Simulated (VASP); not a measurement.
Input of a VASP 6.6.1 run:

Contents of INCAR:

```
PREC     = Accurate       # precision mode
ENCUT    = 500            # plane-wave cutoff, eV
EDIFF    = 1E-6           # SCF threshold, eV
ISMEAR   = 0              # smearing method
SIGMA    = 0.1            # smearing width, eV
LREAL    = False          # projectors in reciprocal space
LASPH    = True           # aspherical terms in the spheres
NELM     = 120            # most SCF steps
ALGO     = Normal         # electronic algorithm
ISIF     = 2              # what is computed and relaxed
LWAVE    = False          # write WAVECAR
LCHARG   = True           # write CHGCAR
GGA      = PE             # functional
LELF     = True           # ELF
LVHAR    = True         
NBANDS   = 37             # bands
GGA_COMPAT= False
```

File KPOINTS:

```
regular mesh
0
Gamma
  3 3 4
```

File POSCAR:

```
WI6
1.0
    6.3068311100      0.0000000000      0.0000000000
   -3.1534155500      5.4618759600      0.0000000000
    0.0000000000      0.0000000000      6.8200659600
W I
1 6
Direct
    0.0000000000      0.0000000000      0.0000000000
    0.3328968300      0.0000000000      0.5000000000
    0.6671031700      0.0000000000      0.5000000000
    0.0000000000      0.3328968300      0.5000000000
    0.0000000000      0.6671031700      0.5000000000
    0.6671031700      0.6671031700      0.5000000000
    0.3328968300      0.3328968300      0.5000000000
```

Potentials or basis: VASP PAW PBE potentials, release 64 (W_sv, I).

Command:

```console
$ cat potpaw_PBE.64/W_sv/POTCAR potpaw_PBE.64/I/POTCAR > POTCAR
$ mpirun -np 1 vasp_std > vasp.out
```

Question: Predict the pressure.

Answer: 114.1 GPa.

Question: What does it give for the band gap on the k mesh?

Answer: Zero (bands 28 and 29 overlap by 0.25 eV).

Stress tensor (GPa, compression positive):
```
173.42   0.00   0.00
  0.00 173.42   0.00
  0.00   0.00  -4.45
```

Caveat: the k points lie up to 0.38 Å⁻¹ apart; spin-orbit coupling is left out, which moves the levels of the heavy elements.
